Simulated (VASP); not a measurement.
# PtSe2 in VASP: notebook

Aim: see how the results for PtSe2 move with the level of theory and the settings. Levels: PBE-based screened hybrid with 15 % exact exchange, pbe exchange, pbesol correlation. Tasks: single point, relaxation of the atoms.

Program: VASP 6.6.1. These are calculated values, not measurements. Logs are shortened: lines on timing, memory, paths and dates and some standing lists are left out, and cuts for length are marked.

**1. The cell of the first run**

It takes space group P-3m1 (No. 164, trigonal). The conventional cell has a = 3.724 Å, b = 3.724 Å, c = 5.062 Å, α = 90.00°, β = 90.00°, γ = 120.00°. Pt (site symmetry -3m) has 6 Se at 2.49 Å within 3.3 Å. Within 3.4 Å of Se (site symmetry 3m) lie 3 Pt at 2.49 Å and 6 Se at 3.32 Å.

**2. Single point, PBE-based screened hybrid with 15 % exact exchange**

The input, POSCAR:

```
PtSe2
1.0
    3.7240000000      0.0000000000      0.0000000000
   -1.8620000000      3.2250786037      0.0000000000
    0.0000000000      0.0000000000      5.0620000000
Pt Se
1 2
Direct
    0.0000000000      0.0000000000      0.0000000000
    0.6666666667      0.3333333333      0.7500000000
    0.3333333333      0.6666666667      0.2500000000
```

The input, INCAR.step1:

```
SYSTEM = PtSe2
PREC = Accurate ; ENCUT = 520
EDIFF = 1E-5 ; ISMEAR = -1
SIGMA = 0.05 ; LREAL = .FALSE.
LASPH = .TRUE. ; NELM = 100
ALGO = Normal ; ISIF = 2
LWAVE = .TRUE. ; LCHARG = .FALSE.
GGA = PE ; NBANDS = 18
```

The input, INCAR.step2:

```
SYSTEM = PtSe2
PREC = Accurate ; ENCUT = 520
EDIFF = 1E-6 ; ISMEAR = -1
SIGMA = 0.05 ; LREAL = .FALSE.
LASPH = .TRUE. ; NELM = 100
ALGO = Normal ; ISIF = 2
LWAVE = .FALSE. ; LCHARG = .FALSE.
GGA = PE ; LHFCALC = .TRUE.
AEXX = 0.15 ; HFSCREEN = 0.2078699
PRECFOCK = Normal ; ISTART = 1
NBANDS = 18
```

The input, KPOINTS:

```
regular mesh
0
G
  5 5 3
  0 0 0
```

Potentials or basis: VASP PAW PBE potentials, release 64 (Pt, Se).

Run with:

```bash
> cat potpaw_PBE.64/Pt/POTCAR potpaw_PBE.64/Se/POTCAR > POTCAR
> cp INCAR.step1 INCAR
> mpirun -np 1 vasp_std > vasp.out
> cp INCAR.step2 INCAR
> mpirun -np 1 vasp_std > vasp.out
```

OUTCAR:

```text
SYSTEM = PtSe2
   PREC = Accurate
   ENCUT = 520
   EDIFF = 1E-6
   ISMEAR = -1
   LREAL = .FALSE.
   LASPH = .TRUE.
   NELM = 100
   ISIF = 2
   GGA = PE
   LHFCALC = .TRUE.
   AEXX = 0.15
   HFSCREEN = 0.2078699
   PRECFOCK = Normal
   ISTART = 1

 ion  position               nearest neighbor table
   1  0.000  0.000  0.000-   2 2.49   3 2.49   2 2.49   3 2.49   2 2.49   3 2.49
   2  0.667  0.333  0.750-   1 2.49   1 2.49   1 2.49
   3  0.333  0.667  0.250-   1 2.49   1 2.49   1 2.49

  LATTYP: Found a hexagonal cell.
 ALAT       =     3.7240000000
 C/A-ratio  =     1.3592910849

  Lattice vectors:

 A1 = (   3.7240000000,   0.0000000000,   0.0000000000)
 A2 = (  -1.8620000000,   3.2250786037,   0.0000000000)
 A3 = (   0.0000000000,   0.0000000000,   5.0620000000)

Analysis of symmetry for initial positions (statically):
=====================================================================
 Subroutine PRICEL returns:
 Original cell was already a primitive cell.

 Routine SETGRP: Setting up the symmetry group for a
 hexagonal supercell.

 Subroutine GETGRP returns: Found 12 space group operations
 (whereof 12 operations were pure point group operations)
 out of a pool of 24 trial point group operations.

The static configuration has the point symmetry D_3d.

Analysis of symmetry for dynamics (positions and initial velocities):
=====================================================================
 Subroutine PRICEL returns:
 Original cell was already a primitive cell.

 Routine SETGRP: Setting up the symmetry group for a
 hexagonal supercell.

 Subroutine GETGRP returns: Found 12 space group operations
 (whereof 12 operations were pure point group operations)
 out of a pool of 24 trial point group operations.

The dynamic configuration has the point symmetry D_3d.

 Subroutine INISYM returns: Found 12 space group operations
 (whereof 12 operations are pure point group operations),
 and found     1 'primitive' translations

----------------------------------------------------------------------------------------

                                     Primitive cell

  volume of cell :      60.7956

  direct lattice vectors                    reciprocal lattice vectors
[... 78 lines left out ...]
   EDIFFG = 0.1E-04   stopping-criterion for IOM
   NSW    =      0    number of steps for IOM
   IBRION =     -1    ionic relax: 0-MD 1-quasi-New 2-CG
   NFREE  =      0    steps in history (QN), initial steepest desc. (CG)
   ISIF   =      2    stress and relaxation
   ISYM   =      3    0-nonsym 1-usesym 2-fastsym
   POTIM  = 0.5000    time-step for ionic-motion
   TEBEG  =    0.0;   TEEND  =   0.0 temperature during run
   PSTRESS=    0.0 pullay stress
   NELECT =      22.0000    total number of electrons
   NUPDOWN=      -1.0000    fix difference up-down
   EMIN   =  10.00;   EMAX   =-10.00  energy-range for DOS
   EFERMI =   0.00;   METHOD = LEGACY
   ISMEAR =    -1;   SIGMA  =   0.05  broadening in eV -4-tet -1-fermi 0-gaus
   EFERMI_NEDOS =   21; number of points for ismear=-14 and -15
   IALGO  =     38    algorithm
   IMIX   =      1    mixing-type and parameters
     AMIX     =   0.40;   BMIX     =  1.00
     AMIX_MAG =   1.60;   BMIX_MAG =  1.00
  volume/ion in A,a.u.               =      20.27       136.76
  Fermi-wavevector in a.u.,A,eV,Ry     =   1.166608  2.204570 18.517184  1.360975
  Thomas-Fermi vector in A             =   2.303119
   LORBIT       =      0    0 simple, 1 ext, 2 COOP (PROOUT), +10 PAW based schemes
   GGA     = PE    functional components
   LHFCALC =     T    Hartree Fock is set to
   PRECFOCK=normal    Normal, Fast or Accurate (Low or Medium for compatibility)
   ENCUT4O =  -1.0   cutoff for four orbital integrals eV
   NKREDX  =     1    reduce k-point grid by
   NKREDY  =     1    reduce k-point grid by
   NKREDZ  =     1    reduce k-point grid by
   AEXX    =    0.1500 exact exchange contribution
   HFSCREEN=    0.2079 screening length (either q_TF or 0.3 A-1)
   HFSCREENC=   0.2079 screening length for correlation (either q_TF or 0.3 A-1)
   ENCUTFOCK=  -1.0 apply spherical cutoff to Coloumb kernel
   IVDW    =     0    specifies the selected vdW correction
   LEPSILON=     F    determine dielectric tensor
   LRPA    =     F    only Hartree local field effects (RPA)
 non-spin polarized calculation
  energy-cutoff  :      520.00
  volume of cell :       60.80
 maximum number of plane-waves:      1649
 NGX is ok and might be reduce to    28
  NGX = 24; NGY = 24; NGZ = 30

 number of electron      21.9999999 magnetization

 Free energy of the ion-electron system (eV)
  ---------------------------------------------------
  ext. energy  EPLUGINS =         0.00000000
  ---------------------------------------------------
  free energy    TOTEN  =       -15.98485001 eV

  energy without entropy =      -15.98054692  energy(sigma->0) =      -15.98269846

 E-fermi :   6.7457     XC(G=0):  -9.5261

 val. band max:        5.9105933705   @ k =   0.0000   0.2000   0.3333
 cond. band min:       6.8206621131   @ k =   0.0000   0.0000   0.0000
 fundamental gap:      0.9100687427
 Fermi energy:         6.7456564911

 k-point     1 :       0.0000    0.0000    0.0000
  band No.  band energies     occupation
      1     -10.3463      2.00000
      2      -7.3236      2.00000
      3      -1.4363      2.00000
      4      -0.6447      2.00000
      5      -0.6447      2.00000
      6       1.7503      2.00000
[... 229 lines left out ...]
      5       0.3482      2.00000
      6       0.9933      2.00000
[... 10 lines left out ...]
     17      15.3498      0.00000
     18      16.4134      0.00000

------------------------ aborting loop because EDIFF is reached ----------------------------------------

  FORCE on cell =-STRESS in cart. coord.  units (eV):
  Direction    XX          YY          ZZ          XY          YZ          ZX
  --------------------------------------------------------------------------------------
  -------------------------------------------------------------------------------------
  Total        1.7763781      1.7763781      1.3787728      0.0000000      0.0000000      0.0000000
  in kB       46.8137972     46.8137972     36.3355024      0.0000000      0.0000000      0.0000000
  external PRESSURE =      43.3210323 kB  Pullay stress =       0.0000000 kB

 VOLUME and BASIS-vectors are now :
 -----------------------------------------------------------------------------
  energy-cutoff  :      520.00
  volume of cell :       60.80
      direct lattice vectors                 reciprocal lattice vectors
     3.724000000  0.000000000  0.000000000     0.268528464  0.155034981  0.000000000
    -1.862000000  3.225078604  0.000000000     0.000000000  0.310069962  0.000000000
     0.000000000  0.000000000  5.062000000     0.000000000  0.000000000  0.197550375

 POSITION                                       TOTAL-FORCE (eV/Angst)
 -----------------------------------------------------------------------------------
      0.00000      0.00000      0.00000         0.000000      0.000000      0.000000
      1.86200      1.07503      3.79650        -0.000000      0.000000     -0.248958
     -0.00000      2.15005      1.26550         0.000000     -0.000000      0.248958
 -----------------------------------------------------------------------------------
    total drift:                               -0.000001      0.000001      0.000001

  FREE ENERGIE OF THE ION-ELECTRON SYSTEM (eV)
  ---------------------------------------------------
  free  energy   TOTEN  =       -15.9848500057 eV

  energy  without entropy=      -15.9805469204  energy(sigma->0) =      -15.98269846
```

Wall time 38 min (1 thread of AMD EPYC 7R43 (Zen 3), shared host); peak memory 0.25 GiB.

What came out:

```yaml
Free_energy: -15.9849 eV
Pressure: 4.3 GPa
Largest_force: 0.249 eV/Å
Band_gap_on_the_k_mesh: 0.02 eV (least direct gap 1.16 eV)
```

Forces in eV/Å, atoms in the order of the input:
```
Pt   0.000  0.000  0.000
Se   0.000  0.000 -0.249
Se   0.000  0.000  0.249
```

Levels at points of the mesh, in eV from the valence-band top:
```tsv
k point	band 8	band 9	band 10	band 11	band 12	band 13	band 14	band 15
(0.00, 0.00, 0.00)	-3.50	-1.65	-1.65	0.00	1.21	1.21	3.46	4.24
```

Caveat: the cell stands under pressure; the smearing spreads over this small gap; the PAW data sets were made with another functional, which shifts forces and pressure a little; spin-orbit coupling is left out, which moves the levels of the heavy elements.

**3. Relaxation of the atoms, pbe exchange, pbesol correlation, collinear spin**

The input, INCAR:

```
SYSTEM = PtSe2
ALGO = Normal
EDIFF = 1E-7
EDIFFG = -0.01
ENCUT = 450
GGA = LIBXC
GGA_COMPAT = .False.
IBRION = 2
ISIF = 2
ISMEAR = 1
ISPIN = 2
KPAR = 4
LASPH = .True.
LCHARG = .False.
LIBXC1 = GGA_X_PBE
LIBXC2 = GGA_C_PBE_SOL
LMAXMIX = 4
LORBIT = 11
LREAL = .False.
LWAVE = .False.
MAGMOM = -0.21 0 0
NELM = 200
NELMIN = 4
NSW = 80
PREC = Accurate
SIGMA = 0.01
```

The input, KPOINTS:

```
k-points
0
Gamma
  6 6 4
  0 0 0
```

The input, POSCAR:

```
PtSe2
1.0
    3.7240000000      0.0000000000      0.0000000000
   -1.8620000000      3.2250786037      0.0000000000
    0.0000000000      0.0000000000      5.0620000000
Pt Se
1 2
Direct
    0.0121360000     -0.0066680000     -0.0003250000
    0.6631780000      0.3263240000      0.7492170000
    0.3367620000      0.6779510000      0.2360350000
```

Potentials or basis: VASP PAW PBE potentials, release 64 (Pt, Se).

Run with:

```bash
> cat potpaw_PBE.64/Pt/POTCAR potpaw_PBE.64/Se/POTCAR > POTCAR
> mpirun -np 4 vasp_std > vasp.out
```

OUTCAR:

```text
SYSTEM = PtSe2
   EDIFF = 1E-7
   EDIFFG = -0.01
   ENCUT = 450
   GGA = LIBXC
   IBRION = 2
   ISIF = 2
   ISMEAR = 1
   ISPIN = 2
   LASPH = .True.
   LORBIT = 11
   LREAL = .False.
   NELM = 200
   NELMIN = 4
   NSW = 80
   PREC = Accurate

 ion  position               nearest neighbor table
   1  0.012  0.993  1.000-   3 2.39   2 2.45   3 2.49   2 2.50   3 2.51   2 2.54
   2  0.663  0.326  0.749-   1 2.45   1 2.50   1 2.54
   3  0.337  0.678  0.236-   1 2.39   1 2.49   1 2.51

  LATTYP: Found a hexagonal cell.
 ALAT       =     3.7240000000
 C/A-ratio  =     1.3592910849

  Lattice vectors:

 A1 = (   3.7240000000,   0.0000000000,   0.0000000000)
 A2 = (  -1.8620000000,   3.2250786037,   0.0000000000)
 A3 = (   0.0000000000,   0.0000000000,   5.0620000000)

Analysis of symmetry for initial positions (statically):
[... 861 lines left out ...]
     10       4.8575      1.00000
     11       5.4448      1.00000
     12       7.6196      0.00000
     13       8.4562      0.00000
     14      11.9266      0.00000
     15      12.5179      0.00000

 [... further k-points ...]

 spin component 2

 k-point     1 :       0.0000    0.0000    0.0000
  band No.  band energies     occupation
      1      -9.1252      1.00000
      2      -6.4207      1.00000
      3      -0.7057      1.00000
      4       0.3105      1.00000
      5       0.3268      1.00000
      6       2.6172      1.00000
      7       2.6175      1.00000
      8       3.8033      1.00000
      9       5.4542      1.00000
     10       5.4868      1.00000
     11       6.9375      0.00000
     12       7.6295      0.00000
     13       7.6593      0.00000
     14      10.1247      0.00000
[... 445 lines left out ...]
  FREE ENERGIE OF THE ION-ELECTRON SYSTEM (eV)
  ---------------------------------------------------
  free  energy   TOTEN  =       -13.9935702458 eV

  energy  without entropy=      -13.9935590245  energy(sigma->0) =      -13.99356651

 reached required accuracy - stopping structural energy minimisation

 total charge

# of ion       s       p       d       tot
------------------------------------------
    1        0.670   0.666   8.037   9.374
    2        1.493   2.227   0.066   3.786
    3        1.493   2.227   0.066   3.786
--------------------------------------------------
tot          3.656   5.121   8.168  16.945

 magnetization (x)

# of ion       s       p       d       tot
------------------------------------------
    1       -0.000   0.000  -0.000  -0.000
    2       -0.000  -0.000  -0.000  -0.000
    3       -0.000  -0.000  -0.000  -0.000
--------------------------------------------------
tot         -0.000  -0.000  -0.000  -0.000
```

OSZICAR:

```text
N       E                     dE             d eps       ncg     rms          rms(c)
DAV:   1     0.107212077773E+03    0.10721E+03   -0.92156E+03  4680   0.112E+03
DAV:   2    -0.103313505559E+02   -0.11754E+03   -0.11494E+03  5876   0.227E+02
DAV:   3    -0.145935671712E+02   -0.42622E+01   -0.42356E+01  5610   0.465E+01
DAV:   4    -0.146242210285E+02   -0.30654E-01   -0.30648E-01  5624   0.430E+00
[... 66 lines left out ...]
DAV:   1    -0.139935645561E+02   -0.97775E-05   -0.25454E-03  4588   0.308E-01    0.148E-02
DAV:   2    -0.139935701598E+02   -0.56038E-05   -0.58966E-05  6072   0.560E-02    0.653E-03
DAV:   3    -0.139935701480E+02    0.11802E-07   -0.94900E-07  5330   0.874E-03    0.406E-03
DAV:   4    -0.139935702458E+02   -0.97775E-07   -0.25920E-07  4422   0.405E-03
   7 F= -.13993570E+02 E0= -.13993567E+02  d E =-.154648E-04  mag=    -0.0000
```

Run time: 4 min. Hardware: 4 MPI ranks of Intel Xeon Platinum 8259CL at 2.50GHz (Skylake/Cascade Lake), shared host; peak memory 0.25 GiB.

Results:

```
Free energy                                           : -13.9936 eV
Energy gained by relaxing                             : 53.5 meV/atom
Ionic steps                                           : 7
Pressure after relaxing                               : 5.2 GPa
Largest force after relaxing                          : 0.006 eV/Å
Band gap on the k mesh                                : zero (filled and empty bands overlap)
Net moment                                            : 0.00 μB per cell
Valence electrons inside the program's atomic spheres : Pt 9.37; Se 3.79
```

Forces on the atoms (eV/Å):
```
Pt   0.000  0.000 -0.001
Se   0.002  0.005  0.003
Se  -0.002 -0.005 -0.002
```

The path:
| step | energy change (eV) | largest force (eV/Å) | pressure (GPa) |
| --- | --- | --- | --- |
| 1 | 0.0000 | 1.7660 | 11.63 |
| 2 | -0.1369 | 0.5910 | 7.44 |
| 3 | -0.1370 | 0.5962 | 7.36 |
| 4 | -0.1590 | 0.1512 | 5.63 |
| 5 | -0.1604 | 0.0196 | 5.16 |
| 6 | -0.1604 | 0.0150 | 5.12 |
| 7 | -0.1604 | 0.0059 | 5.15 |

Final structure:
```
CELL_PARAMETERS angstrom
3.72400 0.00000 0.00000
-1.86200 3.22508 0.00000
0.00000 0.00000 5.06200
ATOMIC_POSITIONS crystal
Pt 0.00403 0.99920 0.99498
Se 0.66933 0.33110 0.73328
Se 0.33871 0.66731 0.25666
```

Caveat: the PAW data sets were made with another functional, which shifts forces and pressure a little; spin-orbit coupling is left out, which moves the levels of the heavy elements.

The gap in the log of VASP goes by the Fermi energy; the results here count the filled bands.